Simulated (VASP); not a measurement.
# SbW (CsCl type) (Pm-3m) in VASP: a series of runs

SbW (CsCl type) is run at these levels: PBE; tasks: single point.

All numbers are computed with VASP 6.6.1; they aren't measurements. Logs are shortened: lines on timing, memory, paths and dates and some standing lists are left out, and cuts for length are marked.

**1. The cell of the first run**

The structure is cubic, space group Pm-3m (No. 221). The conventional cell has a = 2.928 Å, b = 2.928 Å, c = 2.928 Å, α = 90.00°, β = 90.00°, γ = 90.00°. W (site symmetry m-3m) has 8 Sb at 2.54 Å and 6 W at 2.93 Å within 3.3 Å. Sb (site symmetry m-3m) has 8 W at 2.54 Å and 6 Sb at 2.93 Å within 3.3 Å.

**2. Single point, PBE (volume scaled by 0.68, source ansatz)**

The input, INCAR:

```
SYSTEM = SbW
PREC     = Accurate       ! precision mode
ENCUT    = 520            ! plane-wave cutoff, eV
EDIFF    = 1E-6           ! SCF threshold, eV
ISMEAR   = -1             ! smearing method
SIGMA    = 0.08           ! smearing width, eV
LREAL    = .FALSE.        ! projectors in reciprocal space
LASPH    = .TRUE.         ! aspherical terms in the spheres
NELM     = 100            ! most SCF steps
ALGO     = Normal         ! electronic algorithm
ISIF     = 2              ! what is computed and relaxed
LWAVE    = .FALSE.        ! write WAVECAR
LCHARG   = .FALSE.        ! write CHGCAR
GGA      = PE             ! functional
NBANDS   = 16             ! bands
```

The input, KPOINTS:

```
regular mesh
0
G
  12 12 12
  0 0 0
```

The input, POSCAR:

```
SbW
1.0
    2.9278926116      0.0000000000      0.0000000000
    0.0000000000      2.9278926116      0.0000000000
    0.0000000000      0.0000000000      2.9278926116
W Sb
1 1
Direct
    0.0000000000      0.0000000000      0.0000000000
    0.5000000000      0.5000000000      0.5000000000
```

Potentials or basis: VASP PAW PBE potentials, release 64 (W_sv, Sb).

The run is started by

```
$ cat potpaw_PBE.64/W_sv/POTCAR potpaw_PBE.64/Sb/POTCAR > POTCAR
$ mpirun -np 1 vasp_std > vasp.out
```

OUTCAR:

```text
SYSTEM = SbW
   PREC = Accurate
   ENCUT = 520
   EDIFF = 1E-6
   ISMEAR = -1
   LREAL = .FALSE.
   LASPH = .TRUE.
   NELM = 100
   ISIF = 2
   GGA = PE

 ion  position               nearest neighbor table
   1  0.000  0.000  0.000-   2 2.54   2 2.54   2 2.54   2 2.54   2 2.54   2 2.54   2 2.54   2 2.54

   2  0.500  0.500  0.500-   1 2.54   1 2.54   1 2.54   1 2.54   1 2.54   1 2.54   1 2.54   1 2.54

  LATTYP: Found a simple cubic cell.
 ALAT       =     2.9278926116

  Lattice vectors:

 A1 = (   2.9278926116,   0.0000000000,   0.0000000000)
 A2 = (   0.0000000000,   2.9278926116,   0.0000000000)
 A3 = (   0.0000000000,   0.0000000000,   2.9278926116)

Analysis of symmetry for initial positions (statically):
=====================================================================
 Subroutine PRICEL returns:
 Original cell was already a primitive cell.

 Routine SETGRP: Setting up the symmetry group for a
 simple cubic supercell.

 Subroutine GETGRP returns: Found 48 space group operations
 (whereof 48 operations were pure point group operations)
 out of a pool of 48 trial point group operations.

The static configuration has the point symmetry O_h .

Analysis of symmetry for dynamics (positions and initial velocities):
=====================================================================
 Subroutine PRICEL returns:
 Original cell was already a primitive cell.

 Routine SETGRP: Setting up the symmetry group for a
 simple cubic supercell.

 Subroutine GETGRP returns: Found 48 space group operations
 (whereof 48 operations were pure point group operations)
 out of a pool of 48 trial point group operations.

The dynamic configuration has the point symmetry O_h .

 Subroutine INISYM returns: Found 48 space group operations
 (whereof 48 operations are pure point group operations),
 and found     1 'primitive' translations

----------------------------------------------------------------------------------------

                                     Primitive cell

  volume of cell :      25.0995

  direct lattice vectors                    reciprocal lattice vectors
     2.927892612  0.000000000  0.000000000     0.341542581  0.000000000  0.000000000
     0.000000000  2.927892612  0.000000000     0.000000000  0.341542581  0.000000000
     0.000000000  0.000000000  2.927892612     0.000000000  0.000000000  0.341542581

  length of vectors
     2.927892612  2.927892612  2.927892612     0.341542581  0.341542581  0.341542581

[... 74 lines left out ...]
   ISPIN  =      1    spin polarized calculation?
   LNONCOLLINEAR =      F non collinear calculations
   LSORBIT =      F    spin-orbit coupling
   LASPH  =      T    aspherical Exc in radial PAW
   ENCUT  =  520.0 eV  38.22 Ry    6.18 a.u.   5.44  5.44  5.44*2*pi/ulx,y,z
   NELM   =    100;   NELMIN=  2; NELMDL= -5     # of ELM steps
   EDIFF  = 0.1E-05   stopping-criterion for ELM
   LREAL  =      F    real-space projection
   EDIFFG = 0.1E-04   stopping-criterion for IOM
   NSW    =      0    number of steps for IOM
   IBRION =     -1    ionic relax: 0-MD 1-quasi-New 2-CG
   NFREE  =      0    steps in history (QN), initial steepest desc. (CG)
   ISIF   =      2    stress and relaxation
   ISYM   =      2    0-nonsym 1-usesym 2-fastsym
   POTIM  = 0.5000    time-step for ionic-motion
   TEBEG  =    0.0;   TEEND  =   0.0 temperature during run
   PSTRESS=    0.0 pullay stress
   NELECT =      19.0000    total number of electrons
   NUPDOWN=      -1.0000    fix difference up-down
   EMIN   =  10.00;   EMAX   =-10.00  energy-range for DOS
   EFERMI =   0.00;   METHOD = LEGACY
   ISMEAR =    -1;   SIGMA  =   0.08  broadening in eV -4-tet -1-fermi 0-gaus
   EFERMI_NEDOS =   21; number of points for ismear=-14 and -15
   IALGO  =     38    algorithm
   IMIX   =      4    mixing-type and parameters
     AMIX     =   0.40;   BMIX     =  1.00
     AMIX_MAG =   1.60;   BMIX_MAG =  1.00
  volume/ion in A,a.u.               =      12.55        84.69
  Fermi-wavevector in a.u.,A,eV,Ry     =   1.492007  2.819485 30.287727  2.226085
  Thomas-Fermi vector in A             =   2.604590
   LORBIT       =      0    0 simple, 1 ext, 2 COOP (PROOUT), +10 PAW based schemes
   GGA     = PE    functional components
   LHFCALC =     F    Hartree Fock is set to
   AEXX    =    0.0000 exact exchange contribution
   IVDW    =     0    specifies the selected vdW correction
   LEPSILON=     F    determine dielectric tensor
   LRPA    =     F    only Hartree local field effects (RPA)
 non-spin polarized calculation
  energy-cutoff  :      520.00
  volume of cell :       25.10
 maximum number of plane-waves:       693
 NGX is ok and might be reduce to    24
   NGX = 11   NGY = 11   NGZ = 11

 number of electron      19.0000003 magnetization

 Free energy of the ion-electron system (eV)
  ---------------------------------------------------
  ext. energy  EPLUGINS =         0.00000000
  ---------------------------------------------------
  free energy    TOTEN  =       -11.45859388 eV

  energy without entropy =      -11.43653258  energy(sigma->0) =      -11.44756323

 E-fermi :  18.3528     XC(G=0): -14.4440

 val. band max:       18.3245675299   @ k =   0.2500   0.1667   0.0833
 cond. band min:      18.3560321918   @ k =   0.4167   0.3333   0.2500
 fundamental gap:      0.0314646619
 Fermi energy:        18.3528305790

 k-point     1 :       0.0000    0.0000    0.0000
  band No.  band energies     occupation
      1     -54.8488      2.00000
      2     -19.2423      2.00000
      3     -19.2423      2.00000
      4     -19.2423      2.00000
      5       1.4503      2.00000
      6      13.2870      2.00000
[... 433 lines left out ...]
      3     -19.6362      2.00000
      4     -19.1316      2.00000
      5       6.0079      2.00000
      6      10.4789      2.00000
[... 8 lines left out ...]
     15      28.4228      0.00000
     16      31.1408      0.00000

 [... further k-points ...]
[... 5 lines left out ...]
  --------------------------------------------------------------------------------------
  -------------------------------------------------------------------------------------
  Total       26.0920340     26.0920340     26.0920340     -0.0000000     -0.0000000     -0.0000000
  in kB     1665.5324040   1665.5324040   1665.5324040     -0.0000000     -0.0000000     -0.0000000
  external PRESSURE =    1665.5324040 kB  Pullay stress =       0.0000000 kB

 VOLUME and BASIS-vectors are now :
 -----------------------------------------------------------------------------
  energy-cutoff  :      520.00
  volume of cell :       25.10
      direct lattice vectors                 reciprocal lattice vectors
     2.927892612  0.000000000  0.000000000     0.341542581  0.000000000  0.000000000
     0.000000000  2.927892612  0.000000000     0.000000000  0.341542581  0.000000000
     0.000000000  0.000000000  2.927892612     0.000000000  0.000000000  0.341542581

 POSITION                                       TOTAL-FORCE (eV/Angst)
 -----------------------------------------------------------------------------------
      0.00000      0.00000      0.00000         0.000000      0.000000      0.000000
      1.46395      1.46395      1.46395         0.000000      0.000000      0.000000
 -----------------------------------------------------------------------------------
    total drift:                                0.000000      0.000000      0.000000

  FREE ENERGIE OF THE ION-ELECTRON SYSTEM (eV)
  ---------------------------------------------------
  free  energy   TOTEN  =       -11.4585938835 eV

  energy  without entropy=      -11.4365325762  energy(sigma->0) =      -11.44756323
```

Run time: 8 s. Hardware: 1 thread of Intel Xeon 6975P-C (Granite Rapids), shared host; peak memory 0.16 GiB.

What came out:

| Property | Result |
| --- | --- |
| Free energy | -11.4586 eV |
| Pressure | 166.6 GPa |

Caveat: spin-orbit coupling is left out, which moves the levels of the heavy elements.

**3. Single point, PBE (volume scaled by 0.76)**

The input, INCAR:

```
SYSTEM = SbW
  PREC = Accurate
  ENCUT = 520
  EDIFF = 1E-6
  ISMEAR = -1
  SIGMA = 0.08
  LREAL = .False.
  LASPH = .True.
  NELM = 100
  ALGO = Normal
  ISIF = 2
  LWAVE = .False.
  LCHARG = .True.
  GGA = PE
  LELF = .True.
  LVHAR = .True.
  NBANDS = 16
```

The input, KPOINTS:

```
regular mesh
0
Gamma
  12 12 12
  0 0 0
```

The input, POSCAR:

```
SbW
1.0
    3.0384822497      0.0000000000      0.0000000000
    0.0000000000      3.0384822497      0.0000000000
    0.0000000000      0.0000000000      3.0384822497
W Sb
1 1
Direct
    0.0000000000      0.0000000000      0.0000000000
    0.5000000000      0.5000000000      0.5000000000
```

Potentials or basis: VASP PAW PBE potentials, release 64 (W_sv, Sb).

The run is started by

```
$ cat potpaw_PBE.64/W_sv/POTCAR potpaw_PBE.64/Sb/POTCAR > POTCAR
$ mpirun -np 1 vasp_std > vasp.out
```

OUTCAR:

```text
SYSTEM = SbW
   PREC = Accurate
   ENCUT = 520
   EDIFF = 1E-6
   ISMEAR = -1
   LREAL = .False.
   LASPH = .True.
   NELM = 100
   ISIF = 2
   GGA = PE

 ion  position               nearest neighbor table
   1  0.000  0.000  0.000-   2 2.63   2 2.63   2 2.63   2 2.63   2 2.63   2 2.63   2 2.63   2 2.63

   2  0.500  0.500  0.500-   1 2.63   1 2.63   1 2.63   1 2.63   1 2.63   1 2.63   1 2.63   1 2.63

  LATTYP: Found a simple cubic cell.
 ALAT       =     3.0384822497

  Lattice vectors:

 A1 = (   3.0384822497,   0.0000000000,   0.0000000000)
 A2 = (   0.0000000000,   3.0384822497,   0.0000000000)
 A3 = (   0.0000000000,   0.0000000000,   3.0384822497)

Analysis of symmetry for initial positions (statically):
=====================================================================
 Subroutine PRICEL returns:
 Original cell was already a primitive cell.

 Routine SETGRP: Setting up the symmetry group for a
 simple cubic supercell.

 Subroutine GETGRP returns: Found 48 space group operations
 (whereof 48 operations were pure point group operations)
 out of a pool of 48 trial point group operations.

The static configuration has the point symmetry O_h .

Analysis of symmetry for dynamics (positions and initial velocities):
=====================================================================
 Subroutine PRICEL returns:
 Original cell was already a primitive cell.

 Routine SETGRP: Setting up the symmetry group for a
 simple cubic supercell.

 Subroutine GETGRP returns: Found 48 space group operations
 (whereof 48 operations were pure point group operations)
 out of a pool of 48 trial point group operations.

The dynamic configuration has the point symmetry O_h .

 Subroutine INISYM returns: Found 48 space group operations
 (whereof 48 operations are pure point group operations),
 and found     1 'primitive' translations

----------------------------------------------------------------------------------------

[... 106 lines left out ...]
   EFERMI =   0.00;   METHOD = LEGACY
   ISMEAR =    -1;   SIGMA  =   0.08  broadening in eV -4-tet -1-fermi 0-gaus
   EFERMI_NEDOS =   21; number of points for ismear=-14 and -15
   IALGO  =     38    algorithm
   IMIX   =      4    mixing-type and parameters
     AMIX     =   0.40;   BMIX     =  1.00
     AMIX_MAG =   1.60;   BMIX_MAG =  1.00
  volume/ion in A,a.u.               =      14.03        94.65
  Fermi-wavevector in a.u.,A,eV,Ry     =   1.437703  2.716866 28.123124  2.066991
  Thomas-Fermi vector in A             =   2.556752
   LORBIT       =      0    0 simple, 1 ext, 2 COOP (PROOUT), +10 PAW based schemes
   GGA     = PE    functional components
   LHFCALC =     F    Hartree Fock is set to
   AEXX    =    0.0000 exact exchange contribution
   IVDW    =     0    specifies the selected vdW correction
   LEPSILON=     F    determine dielectric tensor
   LRPA    =     F    only Hartree local field effects (RPA)
 non-spin polarized calculation
  energy-cutoff  :      520.00
  volume of cell :       28.05
 maximum number of plane-waves:       772
 NGX is ok and might be reduce to    24
   NGX = 11   NGY = 11   NGZ = 11

 number of electron      18.9999997 magnetization

 Free energy of the ion-electron system (eV)
  ---------------------------------------------------
  ext. energy  EPLUGINS =         0.00000000
  ---------------------------------------------------
  free energy    TOTEN  =       -13.79007397 eV

  energy without entropy =      -13.76508146  energy(sigma->0) =      -13.77757771

 E-fermi :  16.1524     XC(G=0): -13.8231

 val. band max:       16.0735704280   @ k =   0.5000   0.2500   0.0833
 cond. band min:      16.2018752999   @ k =   0.2500   0.1667   0.0833
 fundamental gap:      0.1283048719
 Fermi energy:        16.1524076972

 k-point     1 :       0.0000    0.0000    0.0000
  band No.  band energies     occupation
      1     -57.2395      2.00000
      2     -21.5560      2.00000
      3     -21.5560      2.00000
      4     -21.5560      2.00000
      5       0.3532      2.00000
      6      11.8007      2.00000
[... 433 lines left out ...]
      3     -21.8174      2.00000
      4     -21.4858      2.00000
      5       4.4819      2.00000
      6       8.8604      2.00000
[... 8 lines left out ...]
     15      25.6994      0.00000
     16      28.2419      0.00000

 [... further k-points ...]
[... 5 lines left out ...]
  --------------------------------------------------------------------------------------
  -------------------------------------------------------------------------------------
  Total       16.1739284     16.1739284     16.1739284     -0.0000000     -0.0000000      0.0000000
  in kB      923.7532683    923.7532683    923.7532683     -0.0000000     -0.0000000      0.0000000
  external PRESSURE =     923.7532683 kB  Pullay stress =       0.0000000 kB

 VOLUME and BASIS-vectors are now :
 -----------------------------------------------------------------------------
  energy-cutoff  :      520.00
  volume of cell :       28.05
      direct lattice vectors                 reciprocal lattice vectors
     3.038482250  0.000000000  0.000000000     0.329111681  0.000000000  0.000000000
     0.000000000  3.038482250  0.000000000     0.000000000  0.329111681  0.000000000
     0.000000000  0.000000000  3.038482250     0.000000000  0.000000000  0.329111681

 POSITION                                       TOTAL-FORCE (eV/Angst)
 -----------------------------------------------------------------------------------
      0.00000      0.00000      0.00000         0.000000      0.000000      0.000000
      1.51924      1.51924      1.51924         0.000000      0.000000      0.000000
 -----------------------------------------------------------------------------------
    total drift:                               -0.000000      0.000000      0.000000

  FREE ENERGIE OF THE ION-ELECTRON SYSTEM (eV)
  ---------------------------------------------------
  free  energy   TOTEN  =       -13.7900739683 eV

  energy  without entropy=      -13.7650814617  energy(sigma->0) =      -13.77757771
```

OSZICAR:

```text
N       E                     dE             d eps       ncg     rms          rms(c)
DAV:   1     0.131640506715E+03    0.13164E+03   -0.89032E+03  2688   0.119E+03
DAV:   2    -0.111399687642E+02   -0.14278E+03   -0.13956E+03  3584   0.334E+02
DAV:   3    -0.141443610940E+02   -0.30044E+01   -0.29966E+01  2872   0.485E+01
DAV:   4    -0.141753538380E+02   -0.30993E-01   -0.30991E-01  3560   0.548E+00
DAV:   5    -0.141761996716E+02   -0.84583E-03   -0.84583E-03  3136   0.803E-01    0.278E+01
DAV:   6    -0.138743776249E+02    0.30182E+00   -0.53904E-01  2904   0.682E+00    0.130E+01
DAV:   7    -0.137976462046E+02    0.76731E-01   -0.52038E-02  3008   0.207E+00    0.280E+00
DAV:   8    -0.137901959705E+02    0.74502E-02   -0.60135E-03  2928   0.562E-01    0.219E-01
DAV:   9    -0.137900817574E+02    0.11421E-03   -0.19650E-04  2952   0.111E-01    0.583E-02
DAV:  10    -0.137900768796E+02    0.48779E-05   -0.19524E-05  3392   0.467E-02    0.154E-02
DAV:  11    -0.137900749420E+02    0.19375E-05   -0.85316E-07  2016   0.926E-03    0.527E-03
DAV:  12    -0.137900739683E+02    0.97378E-06   -0.14281E-07  1536   0.455E-03
   1 F= -.13790074E+02 E0= -.13777578E+02  d E =-.249925E-01
```

It took 9.2 s on 1 thread of Intel Xeon 6975P-C (Granite Rapids), shared host; peak memory 0.16 GiB.

What came out:

| Property | Result |
| --- | --- |
| Free energy | -13.7901 eV |
| Pressure | 92.4 GPa |

Levels at points of the mesh, in eV from the Fermi level:
```tsv
k point	band 7	band 8	band 9	band 10	band 11	band 12
(0.00, 0.00, 0.00)	-4.35	1.31	1.31	1.31	1.50	1.50
(0.50, 0.00, 0.00)	-3.70	-3.09	-3.09	1.44	3.58	5.77
(0.50, 0.50, 0.00)	-5.59	-4.28	-0.66	-0.66	3.80	5.04
(0.50, 0.50, 0.50)	-7.97	-6.12	3.14	3.14	3.14	4.04
```

Caveat: spin-orbit coupling is left out, which moves the levels of the heavy elements.

(Continued in part 2 of 2.)
